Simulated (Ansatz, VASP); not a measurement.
## One calculation of Mg, two programs

File INCAR:

```
SYSTEM = Mg
PREC     = Accurate       ! precision mode
ENCUT    = 840            ! plane-wave cutoff, eV
EDIFF    = 1E-7           ! SCF threshold, eV
ISMEAR   = 0              ! smearing method
SIGMA    = 0.1            ! smearing width, eV
LREAL    = .FALSE.        ! projectors in reciprocal space
LASPH    = .TRUE.         ! aspherical terms in the spheres
NELM     = 120            ! most SCF steps
ALGO     = Normal         ! electronic algorithm
ISIF     = 3              ! what is computed and relaxed
LWAVE    = .FALSE.        ! write WAVECAR
LCHARG   = .FALSE.        ! write CHGCAR
GGA      = PE             ! functional
IBRION   = 2              ! ionic algorithm
NSW      = 90             ! ionic steps
EDIFFG   = -0.04          ! ionic threshold
GGA_COMPAT= .FALSE.      
NELMIN   = 4
```

File KPOINTS:

```
regular mesh
0
G
  6 6 6
  0 0 0
```

POSCAR

```
Mg
1.0
    4.4948588000      0.0000000000      0.0000000000
   -2.2474294000      3.8926619100      0.0000000000
    0.0000000000      0.0000000000      2.7245897600
Mg
2
Direct
    0.3333333300      0.6666666700      0.0000000000
    0.6666666700      0.3333333300      0.0000000000
```

Input for Ansatz:

```yaml
crystal:
  lattice:
    - [4.4948588, 0.0, 0.0]
    - [-2.2474294, 3.89266191, 0.0]
    - [0.0, 0.0, 2.72458976]
  atoms:
    - { symbol: Mg, position: [0.33333333, 0.66666667, 0.0] }
    - { symbol: Mg, position: [0.66666667, 0.33333333, 0.0] }
basis:
  ecutwfc: 420
kpoints:
  mp_grid: { grid: [6, 6, 6] }
hamiltonian:
  xc: pbe
scf:
  occupations: { method: gaussian, width: 0.1 }
  lower_state_search: "off"
output:
  forces: true
  stress: true
  eigenvalues: true
relax:
  adjacent_minimum: "off"
  f_tol: 0.04
  max_steps: 70
  cell: { stress_tol: 0.4 }
```

Alike in both runs: task relaxation of cell and atoms; functional PBE; k mesh 6 × 6 × 6; occupations gaussian, width 0.1 eV; no spin polarisation.

|  | VASP | Ansatz |
| --- | --- | --- |
| version | VASP 6.6.1 | Ansatz 0.2.0 |
| potentials or method | VASP PAW PBE potentials, release 64 (Mg_sv), cutoff 840 eV | scalar-relativistic, plane waves, PAW |
| valence electrons in the cell | 20 | 20 |

|  | VASP | Ansatz | Ansatz less VASP |
| --- | --- | --- | --- |
| gap on the k mesh at the Fermi level, each at its own relaxed structure (eV) | none | none | - |
| relaxed volume (Å³/atom) | 33.41 | 33.86 | +0.452 |
| relaxed length of the cell vector where the two differ most in proportion (Å) | 5.135 | 5.159 | +0.0241 |

A gap of «none» marks a metal or a gap that the smearing closes.

The k mesh is coarse, so the values compare programs but aren't converged. Noted on VASP's run: the volume moved by over 15 % at a fixed basis, so the end points are rough.
